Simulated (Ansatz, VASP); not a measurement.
## Two plane-wave programs on Hg

```
CELL_PARAMETERS angstrom
2.71259 1.56611 3.97939
-2.71259 1.56611 3.97939
0.00000 -3.13223 3.97939
ATOMIC_POSITIONS crystal
Hg 0.00000 0.00000 0.00000
```

Alike in both runs: functional RPBE; k mesh 11 × 11 × 11; occupations fermi-dirac, width 0.1 eV; no spin polarisation.

Ansatz relaxed the structure, and its values are those at the end. VASP's run is a single point on that final structure, the one shown.

```csv
,VASP,Ansatz
version,VASP 6.6.1,Ansatz 0.2.0
potentials or method,"VASP PAW PBE potentials, release 64 (Hg), cutoff 520 eV","plane waves (420 eV) with PAW, scalar-relativistic"
valence electrons in the cell,12,20
```

```tsv
	VASP	Ansatz	Ansatz less VASP
pressure (GPa)	0.0	0.0	+0.02
```

VASP's potentials were made for PBE, not for RPBE. VASP's potentials hold 12 valence electrons a cell and Ansatz's 20, so a difference there can come from the potentials and not from the codes.

Neither program's run includes spin-orbit coupling.
